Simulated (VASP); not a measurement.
# Ca (Pm-3m) in VASP: a series of runs

The runs below take Ca through single point, with RPBE.

Program: VASP 6.6.1. These are calculated values, not measurements. Logs are shortened: lines on timing, memory, paths and dates and some standing lists are left out, and cuts for length are marked.

## (1) The cell of the first run

The structure is cubic, space group Pm-3m (No. 221). The conventional cell has a = 3.461 Å, b = 3.461 Å, c = 3.461 Å, α = 90.00°, β = 90.00°, γ = 90.00°. Within 4.5 Å of Ca (site symmetry m-3m) lie 6 Ca at 3.46 Å.

This isn't the form of Ca at room conditions, which is fcc.

## (2) Single point, RPBE (41.47 Å³/atom)

INCAR

```
  ALGO = Normal
  EDIFF = 1E-6
  ENCUT = 520
  GGA = RP
  ISIF = 2
  ISMEAR = -1
  LASPH = True
  LCHARG = False
  LREAL = False
  LWAVE = False
  NBANDS = 11
  NELM = 80
  PREC = Accurate
  SIGMA = 0.1
```

KPOINTS

```
k-points
0
Gamma
  10 10 10
```

POSCAR

```
Ca
1.0
    3.4612765183      0.0000000000      0.0000000000
    0.0000000000      3.4612765183      0.0000000000
    0.0000000000      0.0000000000      3.4612765183
Ca
1
Direct
    0.0000000000      0.0000000000      0.0000000000
```

Potentials or basis: VASP PAW PBE potentials, release 64 (Ca_sv).

On the command line:

```sh
> cat potpaw_PBE.64/Ca_sv/POTCAR > POTCAR
> mpirun -np 1 vasp_std > vasp.out
```

OUTCAR:

```text
EDIFF = 1E-6
   ENCUT = 520
   GGA = RP
   ISIF = 2
   ISMEAR = -1
   LASPH = True
   LREAL = False
   NELM = 80
   PREC = Accurate

 ion  position               nearest neighbor table
   1  0.000  0.000  0.000-

  LATTYP: Found a simple cubic cell.
 ALAT       =     3.4612765183

  Lattice vectors:

 A1 = (   3.4612765183,   0.0000000000,   0.0000000000)
 A2 = (   0.0000000000,   3.4612765183,   0.0000000000)
 A3 = (   0.0000000000,   0.0000000000,   3.4612765183)

Analysis of symmetry for initial positions (statically):
=====================================================================
 Subroutine PRICEL returns:
 Original cell was already a primitive cell.

 Routine SETGRP: Setting up the symmetry group for a
 simple cubic supercell.

 Subroutine GETGRP returns: Found 48 space group operations
 (whereof 48 operations were pure point group operations)
 out of a pool of 48 trial point group operations.

The static configuration has the point symmetry O_h .

Analysis of symmetry for dynamics (positions and initial velocities):
=====================================================================
 Subroutine PRICEL returns:
 Original cell was already a primitive cell.

 Routine SETGRP: Setting up the symmetry group for a
 simple cubic supercell.

 Subroutine GETGRP returns: Found 48 space group operations
 (whereof 48 operations were pure point group operations)
 out of a pool of 48 trial point group operations.

The dynamic configuration has the point symmetry O_h .

 Subroutine INISYM returns: Found 48 space group operations
 (whereof 48 operations are pure point group operations),
 and found     1 'primitive' translations

----------------------------------------------------------------------------------------

                                     Primitive cell

  volume of cell :      41.4676

  direct lattice vectors                    reciprocal lattice vectors
     3.461276518  0.000000000  0.000000000     0.288910751  0.000000000  0.000000000
     0.000000000  3.461276518  0.000000000     0.000000000  0.288910751  0.000000000
     0.000000000  0.000000000  3.461276518     0.000000000  0.000000000  0.288910751

  length of vectors
     3.461276518  3.461276518  3.461276518     0.288910751  0.288910751  0.288910751

  position of ions in fractional coordinates (direct lattice)
     0.000000000  0.000000000  0.000000000

  ion indices of the primitive-cell ions
   primitive index   ion index
                 1           1

----------------------------------------------------------------------------------------

 KPOINTS: k-points

Automatic generation of k-mesh.
 Grid dimensions read from file:
 generate k-points for:   10   10   10

 Generating k-lattice:

  Cartesian coordinates                     Fractional coordinates (reciprocal lattice)
     0.028891075  0.000000000  0.000000000     0.100000000  0.000000000  0.000000000
     0.000000000  0.028891075  0.000000000     0.000000000  0.100000000  0.000000000
     0.000000000  0.000000000  0.028891075     0.000000000  0.000000000  0.100000000

  Length of vectors
     0.028891075  0.028891075  0.028891075

  Shift w.r.t. Gamma in fractional coordinates (k-lattice)
     0.000000000  0.000000000  0.000000000

 Subroutine IBZKPT returns following result:
 ===========================================

 Found     56 irreducible k-points:

 Following reciprocal coordinates:
            Coordinates               Weight
  0.000000  0.000000  0.000000      1.000000
  0.100000  0.000000  0.000000      6.000000
  0.200000  0.000000  0.000000      6.000000
  0.300000  0.000000  0.000000      6.000000
  0.400000  0.000000  0.000000      6.000000
  0.500000  0.000000  0.000000      3.000000
[... 16 lines left out ...]
  0.200000  0.100000  0.100000     24.000000
  0.300000  0.100000  0.100000     24.000000
 [... further k-points ...]
   k-points           NKPTS =     56   k-points in BZ     NKDIM =     56   number of bands    NBANDS=     11
   number of dos      NEDOS =    301   number of ions     NIONS =      1
   total plane-waves  NPLWV =  21952
   dimension x,y,z NGX =    28 NGY =   28 NGZ =   28
   dimension x,y,z NGXF=    56 NGYF=   56 NGZF=   56
   ions per type =               1
   NGX,Y,Z   is equivalent  to a cutoff of  13.45, 13.45, 13.45 a.u.
   NGXF,Y,Z  is equivalent  to a cutoff of  26.90, 26.90, 26.90 a.u.
 SYSTEM =  unknown system
   PREC   = accura    normal or accurate (medium, high low for compatibility)
   ISTART =      0    job   : 0-new  1-cont  2-samecut
   ICHARG =      2    charge: 1-file 2-atom 10-const
   ISPIN  =      1    spin polarized calculation?
   LNONCOLLINEAR =      F non collinear calculations
   LSORBIT =      F    spin-orbit coupling
   LASPH  =      T    aspherical Exc in radial PAW
   ENCUT  =  520.0 eV  38.22 Ry    6.18 a.u.   6.44  6.44  6.44*2*pi/ulx,y,z
   NELM   =     80;   NELMIN=  2; NELMDL= -5     # of ELM steps
   EDIFF  = 0.1E-05   stopping-criterion for ELM
   LREAL  =      F    real-space projection
   EDIFFG = 0.1E-04   stopping-criterion for IOM
   NSW    =      0    number of steps for IOM
   IBRION =     -1    ionic relax: 0-MD 1-quasi-New 2-CG
   NFREE  =      0    steps in history (QN), initial steepest desc. (CG)
   ISIF   =      2    stress and relaxation
   ISYM   =      2    0-nonsym 1-usesym 2-fastsym
   POTIM  = 0.5000    time-step for ionic-motion
   TEBEG  =    0.0;   TEEND  =   0.0 temperature during run
   PSTRESS=    0.0 pullay stress
   NELECT =      10.0000    total number of electrons
   NUPDOWN=      -1.0000    fix difference up-down
   EMIN   =  10.00;   EMAX   =-10.00  energy-range for DOS
   EFERMI =   0.00;   METHOD = LEGACY
   ISMEAR =    -1;   SIGMA  =   0.10  broadening in eV -4-tet -1-fermi 0-gaus
   EFERMI_NEDOS =   21; number of points for ismear=-14 and -15
   IALGO  =     38    algorithm
   IMIX   =      4    mixing-type and parameters
     AMIX     =   0.40;   BMIX     =  1.00
     AMIX_MAG =   1.60;   BMIX_MAG =  1.00
  volume/ion in A,a.u.               =      41.47       279.84
  Fermi-wavevector in a.u.,A,eV,Ry     =   1.018995  1.925621 14.127608  1.038350
  Thomas-Fermi vector in A             =   2.152483
   LORBIT       =      0    0 simple, 1 ext, 2 COOP (PROOUT), +10 PAW based schemes
   GGA     = RP    functional components
   LHFCALC =     F    Hartree Fock is set to
   AEXX    =    0.0000 exact exchange contribution
   IVDW    =     0    specifies the selected vdW correction
   LEPSILON=     F    determine dielectric tensor
   LRPA    =     F    only Hartree local field effects (RPA)
 non-spin polarized calculation
  energy-cutoff  :      520.00
  volume of cell :       41.47
 maximum number of plane-waves:      1141
 NGX is ok and might be reduce to    28
   NGX = 13   NGY = 13   NGZ = 13

 number of electron      10.0000001 magnetization

 Free energy of the ion-electron system (eV)
  ---------------------------------------------------
  ext. energy  EPLUGINS =         0.00000000
  ---------------------------------------------------
  free energy    TOTEN  =        -1.34492967 eV

  energy without entropy =       -1.31760939  energy(sigma->0) =       -1.33126953

 E-fermi :   2.0811     XC(G=0):  -7.6400

 val. band max:        2.0535506032   @ k =   0.5000   0.3000   0.3000
 cond. band min:       2.0841226751   @ k =   0.4000   0.4000   0.3000
 fundamental gap:      0.0305720719
 Fermi energy:         2.0811432406

 k-point     1 :       0.0000    0.0000    0.0000
  band No.  band energies     occupation
      1     -40.2129      2.00000
      2     -21.0353      2.00000
      3     -21.0353      2.00000
      4     -21.0353      2.00000
      5      -1.8377      2.00000
      6       2.9351      0.00039
      7       2.9351      0.00039
      8       6.2993      0.00000
      9       6.2993      0.00000
     10       6.2993      0.00000
     11      10.9398      0.00000

 k-point     2 :       0.1000    0.0000    0.0000
  band No.  band energies     occupation
      1     -40.2109      2.00000
      2     -21.0584      2.00000
      3     -21.0334      2.00000
      4     -21.0334      2.00000
      5      -1.6920      2.00000
      6       2.9803      0.00025
      7       2.9803      0.00025
      8       6.1366      0.00000
      9       6.1366      0.00000
     10       6.3102      0.00000
     11      10.0371      0.00000

 k-point     3 :       0.2000    0.0000    0.0000
  band No.  band energies     occupation
      1     -40.2056      2.00000
      2     -21.1184      2.00000
      3     -21.0282      2.00000
      4     -21.0282      2.00000
      5      -1.2689      2.00000
      6       3.0299      0.00015
      7       3.1033      0.00007
      8       5.7675      0.00000
      9       5.7675      0.00000
     10       6.3388      0.00000
     11       8.6909      0.00000

 k-point     4 :       0.3000    0.0000    0.0000
  band No.  band energies     occupation
      1     -40.1990      2.00000
      2     -21.1916      2.00000
      3     -21.0219      2.00000
      4     -21.0219      2.00000
      5      -0.6074      2.00000
      6       2.8338      0.00108
      7       3.2656      0.00001
      8       5.3866      0.00000
      9       5.3866      0.00000
     10       6.3747      0.00000
     11       7.8024      0.00000
[... 239 lines left out ...]
 k-point    22 :       0.1000    0.1000    0.1000
  band No.  band energies     occupation
      1     -40.2069      2.00000
      2     -21.0565      2.00000
      3     -21.0532      2.00000
      4     -21.0532      2.00000
      5      -1.4047      2.00000
      6       3.0816      0.00009
      7       3.0816      0.00009
      8       5.8776      0.00000
      9       6.0172      0.00000
     10       6.0172      0.00000
     11      10.3928      0.00000

 k-point    23 :       0.2000    0.1000    0.1000
  band No.  band energies     occupation
      1     -40.2016      2.00000
      2     -21.1139      2.00000
      3     -21.0499      2.00000
      4     -21.0479      2.00000
      5      -0.9905      2.00000
      6       3.1649      0.00004
      7       3.2084      0.00003
      8       5.5233      0.00000
      9       5.6076      0.00000
     10       6.0383      0.00000
     11       9.1282      0.00000

 k-point    24 :       0.3000    0.1000    0.1000
  band No.  band energies     occupation
      1     -40.1950      2.00000
      2     -21.1864      2.00000
      3     -21.0433      2.00000
      4     -21.0413      2.00000
      5      -0.3442      2.00000
      6       2.9773      0.00026
      7       3.3837      0.00000
      8       5.1764      0.00000
      9       5.2658      0.00000
     10       6.0895      0.00000
     11       8.1148      0.00000

 [... further k-points ...]
[... 5 lines left out ...]
  --------------------------------------------------------------------------------------
  -------------------------------------------------------------------------------------
  Total        0.3564581      0.3564581      0.3564581     -0.0000000     -0.0000000     -0.0000000
  in kB       13.7724167     13.7724167     13.7724167     -0.0000000     -0.0000000     -0.0000000
  external PRESSURE =      13.7724167 kB  Pullay stress =       0.0000000 kB

 VOLUME and BASIS-vectors are now :
 -----------------------------------------------------------------------------
  energy-cutoff  :      520.00
  volume of cell :       41.47
      direct lattice vectors                 reciprocal lattice vectors
     3.461276518  0.000000000  0.000000000     0.288910751  0.000000000  0.000000000
     0.000000000  3.461276518  0.000000000     0.000000000  0.288910751  0.000000000
     0.000000000  0.000000000  3.461276518     0.000000000  0.000000000  0.288910751

 POSITION                                       TOTAL-FORCE (eV/Angst)
 -----------------------------------------------------------------------------------
      0.00000      0.00000      0.00000         0.000000      0.000000      0.000000
 -----------------------------------------------------------------------------------
    total drift:                               -0.000000     -0.000000     -0.000000

  FREE ENERGIE OF THE ION-ELECTRON SYSTEM (eV)
  ---------------------------------------------------
  free  energy   TOTEN  =        -1.3449296740 eV

  energy  without entropy=       -1.3176093945  energy(sigma->0) =       -1.33126953
```

Run time: 17 s. Hardware: 1 thread of Intel Xeon Platinum 8375C at 2.90GHz (Ice Lake), shared host; peak memory 0.17 GiB.

What came out:

```
Free energy            : -1.3449 eV
Pressure               : 1.4 GPa
Band gap on the k mesh : zero (bands 5 and 6 overlap by 1.20 eV)
```

Caveat: the PAW data sets were made with another functional, which shifts forces and pressure a little.

## (3) Single point, RPBE (43.35 Å³/atom)

This run uses another cell than the first one, of 43.35 Å³/atom.

INCAR

```
SYSTEM = Ca
ALGO = Normal ; EDIFF = 1E-6
ENCUT = 520 ; GGA = RP
ISIF = 2 ; ISMEAR = -1
LASPH = .TRUE. ; LCHARG = .FALSE.
LREAL = .FALSE. ; LWAVE = .FALSE.
NBANDS = 11 ; NELM = 100
PREC = Accurate ; SIGMA = 0.1
```

KPOINTS

```
k-points
0
G
  10 10 10
  0 0 0
```

POSCAR

```
Ca
1.0
    3.5129449793      0.0000000000      0.0000000000
    0.0000000000      3.5129449793      0.0000000000
    0.0000000000      0.0000000000      3.5129449793
Ca
1
Direct
    0.0000000000      0.0000000000      0.0000000000
```

Potentials or basis: VASP PAW PBE potentials, release 64 (Ca_sv).

On the command line:

```sh
> cat potpaw_PBE.64/Ca_sv/POTCAR > POTCAR
> mpirun -np 1 vasp_std > vasp.out
```

OUTCAR:

```text
SYSTEM = Ca
   EDIFF = 1E-6
   ENCUT = 520
   GGA = RP
   ISIF = 2
   ISMEAR = -1
   LASPH = .TRUE.
   LREAL = .FALSE.
   NELM = 100
   PREC = Accurate

 ion  position               nearest neighbor table
   1  0.000  0.000  0.000-

  LATTYP: Found a simple cubic cell.
 ALAT       =     3.5129449793

  Lattice vectors:

 A1 = (   3.5129449793,   0.0000000000,   0.0000000000)
 A2 = (   0.0000000000,   3.5129449793,   0.0000000000)
 A3 = (   0.0000000000,   0.0000000000,   3.5129449793)

Analysis of symmetry for initial positions (statically):
=====================================================================
 Subroutine PRICEL returns:
 Original cell was already a primitive cell.

 Routine SETGRP: Setting up the symmetry group for a
 simple cubic supercell.

 Subroutine GETGRP returns: Found 48 space group operations
 (whereof 48 operations were pure point group operations)
 out of a pool of 48 trial point group operations.

The static configuration has the point symmetry O_h .

Analysis of symmetry for dynamics (positions and initial velocities):
[... 160 lines left out ...]

 val. band max:        1.9079957530   @ k =   0.5000   0.3000   0.3000
 cond. band min:       1.9353312942   @ k =   0.4000   0.4000   0.3000
 fundamental gap:      0.0273355413
 Fermi energy:         1.9091781414

 k-point     1 :       0.0000    0.0000    0.0000
  band No.  band energies     occupation
      1     -40.4667      2.00000
      2     -21.3001      2.00000
      3     -21.3001      2.00000
      4     -21.3001      2.00000
      5      -1.9475      2.00000
      6       2.7643      0.00039
      7       2.7643      0.00039
      8       5.9786      0.00000
      9       5.9786      0.00000
     10       5.9786      0.00000
     11      10.4646      0.00000
[... 309 lines left out ...]
 k-point    24 :       0.3000    0.1000    0.1000
  band No.  band energies     occupation
      1     -40.4519      2.00000
      2     -21.4307      2.00000
      3     -21.3071      2.00000
      4     -21.3055      2.00000
      5      -0.5018      2.00000
      6       2.7669      0.00038
      7       3.1888      0.00001
      8       4.9156      0.00000
      9       4.9934      0.00000
     10       5.7800      0.00000
     11       7.7039      0.00000

 [... further k-points ...]
[... 5 lines left out ...]
  --------------------------------------------------------------------------------------
  -------------------------------------------------------------------------------------
  Total        0.2151193      0.2151193      0.2151193      0.0000000      0.0000000     -0.0000000
  in kB        7.9501610      7.9501610      7.9501610      0.0000000      0.0000000     -0.0000000
  external PRESSURE =       7.9501610 kB  Pullay stress =       0.0000000 kB

 VOLUME and BASIS-vectors are now :
 -----------------------------------------------------------------------------
  energy-cutoff  :      520.00
  volume of cell :       43.35
      direct lattice vectors                 reciprocal lattice vectors
     3.512944979  0.000000000  0.000000000     0.284661447  0.000000000  0.000000000
     0.000000000  3.512944979  0.000000000     0.000000000  0.284661447  0.000000000
     0.000000000  0.000000000  3.512944979     0.000000000  0.000000000  0.284661447

 POSITION                                       TOTAL-FORCE (eV/Angst)
 -----------------------------------------------------------------------------------
      0.00000      0.00000      0.00000         0.000000      0.000000      0.000000
 -----------------------------------------------------------------------------------
    total drift:                               -0.000000     -0.000000     -0.000000

  FREE ENERGIE OF THE ION-ELECTRON SYSTEM (eV)
  ---------------------------------------------------
  free  energy   TOTEN  =        -1.3579656644 eV

  energy  without entropy=       -1.3272960335  energy(sigma->0) =       -1.34263085
```

OSZICAR:

```text
N       E                     dE             d eps       ncg     rms          rms(c)
DAV:   1     0.669546124686E+02    0.66955E+02   -0.50981E+03  1232   0.823E+02
DAV:   2     0.194708283610E+00   -0.66760E+02   -0.66098E+02  1352   0.207E+02
DAV:   3    -0.129632448680E+01   -0.14910E+01   -0.14538E+01  1797   0.312E+01
DAV:   4    -0.136263724910E+01   -0.66313E-01   -0.66173E-01  1592   0.474E+00
DAV:   5    -0.136370590705E+01   -0.10687E-02   -0.10685E-02  1742   0.573E-01    0.235E+00
DAV:   6    -0.135842337009E+01    0.52825E-02   -0.13912E-02  1435   0.128E+00    0.145E+00
DAV:   7    -0.135842818229E+01   -0.48122E-05   -0.21467E-02  1283   0.174E+00    0.132E-01
DAV:   8    -0.135790760173E+01    0.52058E-03   -0.29315E-03  1374   0.479E-01    0.412E-02
DAV:   9    -0.135796654143E+01   -0.58940E-04   -0.24301E-04  1733   0.136E-01    0.108E-02
DAV:  10    -0.135796534176E+01    0.11997E-05   -0.10239E-05  1412   0.216E-02    0.207E-03
DAV:  11    -0.135796566437E+01   -0.32260E-06   -0.14831E-06  1299   0.765E-03
   1 F= -.13579657E+01 E0= -.13426308E+01  d E =-.306696E-01
```

Wall time 17 s (1 thread of Intel Xeon Platinum 8375C at 2.90GHz (Ice Lake), shared host); peak memory 0.17 GiB.

What came out:

* Free energy: -1.3580 eV
* Pressure: 0.8 GPa
* Band gap on the k mesh: zero (bands 5 and 6 overlap by 1.24 eV)

Caveat: the PAW data sets were made with another functional, which shifts forces and pressure a little.

The gap in the log of VASP goes by the Fermi energy; the results here count the filled bands.